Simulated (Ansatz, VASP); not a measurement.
Ir in VASP and in Ansatz

The input INCAR:

```
SYSTEM = Ir
ALGO = Normal
EDIFF = 1E-6
ENCUT = 520
GGA = PS
ISIF = 2
ISMEAR = -1
LASPH = .True.
LCHARG = .False.
LREAL = .False.
LWAVE = .False.
NBANDS = 10
NELM = 60
PREC = Accurate
SIGMA = 0.08
```

File KPOINTS:

```
k-points
0
Gamma
  19 19 19
  0 0 0
```

Contents of POSCAR:

```
Ir
1.0
    0.0000000000      1.7783401761      1.7783401761
    1.7783401761      0.0000000000      1.7783401761
    1.7783401761      1.7783401761      0.0000000000
Ir
1
Direct
    0.0000000000      0.0000000000      0.0000000000
```

Input for Ansatz:

```yaml
crystal:
  lattice:
    - [0.0, 1.7783401761, 1.7783401761]
    - [1.7783401761, 0.0, 1.7783401761]
    - [1.7783401761, 1.7783401761, 0.0]
  atoms:
    - { symbol: Ir, position: [0.0, 0.0, 0.0] }
kpoints:
  mp_grid: { grid: [19, 19, 19] }
scf:
  occupations: { method: fermi_dirac, width: 0.08 }
hamiltonian:
  xc: pbesol
  pseudopotentials: { kind: all_electron, lapw: { basis_error: 0.001 } }
output:
  forces: true
  stress: true
  eigenvalues: true
  populations: true
```

Change from the starting cell: volume scaled by 0.8, LAPW.

Alike in both runs: task single point; functional PBEsol; k mesh 19 × 19 × 19; occupations fermi-dirac, width 0.08 eV; no spin polarisation.

|  | VASP | Ansatz |
| --- | --- | --- |
| version | VASP 6.6.1 | Ansatz 0.2.0 |
| potentials or method | VASP PAW PBE potentials, release 64 (Ir), cutoff 520 eV | all-electron LAPW, scalar-relativistic |

|  | VASP | Ansatz | Ansatz less VASP |
| --- | --- | --- | --- |
| pressure (GPa) | 153.9 | 148.8 | -5.14 |

VASP's potentials were made for PBE, not for PBEsol. Both programs put the cell under a high pressure, so it lies far from rest at this level. Ansatz ran all-electron here, and VASP with PAW potentials.

Neither program's run includes spin-orbit coupling. Noted on VASP's run: the cell as given lies far from equilibrium.
